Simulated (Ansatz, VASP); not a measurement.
FeO in VASP and in Ansatz

File POSCAR:

```
FeO
1.0
    2.6060795272     -1.5886403046      0.0000000000
    2.6060795272      1.5886403046      0.0000000000
   -1.3384863544      0.0000000000      5.0373674102
Fe O
2 2
Direct
    0.5000000000      0.5000000000      0.5000000000
    0.0000000000      0.0000000000      0.0000000000
    0.7500000000      0.7500000000      0.2500000000
    0.2500000000      0.2500000000      0.7500000000
```

Contents of INCAR.step1:

```
SYSTEM = FeO
PREC = Accurate ; ENCUT = 520
ISMEAR = 0 ; SIGMA = 0.1
LREAL = .FALSE. ; LASPH = .TRUE.
NELM = 150 ; ISPIN = 2
MAGMOM = 3.5 -3.5 0 0 ; LMAXMIX = 4
NBANDS = 26 ; GGA = PE
ALGO = Normal ; EDIFF = 1E-4
LWAVE = .TRUE. ; LCHARG = .FALSE.
```

File INCAR.step2:

```
SYSTEM = FeO
PREC = Accurate ; ENCUT = 520
EDIFF = 1E-6 ; ISMEAR = 0
SIGMA = 0.1 ; LREAL = .FALSE.
LASPH = .TRUE. ; NELM = 150
ALGO = Normal ; ISIF = 2
LWAVE = .FALSE. ; LCHARG = .TRUE.
ISPIN = 2 ; MAGMOM = 3.5 -3.5 0 0
LORBIT = 11 ; LMAXMIX = 4
METAGGA = R2SCAN ; LMIXTAU = .TRUE.
LELF = .TRUE. ; LVHAR = .TRUE.
NBANDS = 26 ; ISTART = 1
```

Contents of KPOINTS:

```
Automatic mesh
0
G
  8 8 5
  0 0 0
```

Input for Ansatz:

```yaml
crystal:
  lattice:
    - [2.6060795272186, -1.5886403046364, 0.0]
    - [2.6060795272186, 1.5886403046364, 0.0]
    - [-1.338486354448495, 0.0, 5.037367410187407]
  atoms:
    - { symbol: Fe, position: [0.5, 0.5, 0.5], spin: 3.5 }
    - { symbol: Fe, position: [0.0, 0.0, 0.0], spin: -3.5 }
    - { symbol: O, position: [0.75, 0.75, 0.25] }
    - { symbol: O, position: [0.25, 0.25, 0.75] }
basis:
  ecutwfc: 550.0
kpoints:
  mp_grid:
    grid: [8, 8, 5]
hamiltonian:
  xc: r2scan
  pseudopotentials:
    kind: paw
magnetization:
  spin_polarized: true
scf:
  occupations:
    method: gaussian
    width: 0.1
output:
  stress: true
```

Alike in both runs: task single point; functional r2SCAN; k mesh 8 × 8 × 5; occupations gaussian, width 0.1 eV; collinear spin.

|  | VASP | Ansatz |
| --- | --- | --- |
| version | VASP 6.6.1 | Ansatz 0.2.0 |
| potentials or method | VASP PAW PBE potentials, release 64 (Fe, O), cutoff 520 eV | plane waves, PAW |
| valence electrons in the cell | 28 | 44 |

|  | VASP | Ansatz | Ansatz less VASP |
| --- | --- | --- | --- |
| pressure (GPa) | -7.1 | -7.1 | -0.06 |
| traceless stress, the component that is largest in VASP (GPa) | 4.14 | 4.16 | +0.015 |
| net moment per atom (μB) | 0.00 | 0.00 | 0.000 |
| size of the moment on the site where the two differ most (μB) | 3.56 | 3.34 | -0.212 |

VASP's potentials were made for PBE, not for r2SCAN. Site moments also hang on the region over which each program counts them. With one functional, cell and mesh, what is left measures potentials, basis and numerics. VASP's potentials hold 28 valence electrons a cell and Ansatz's 44, so a difference there can come from the potentials and not from the codes. Ansatz's warnings: stability check not made.
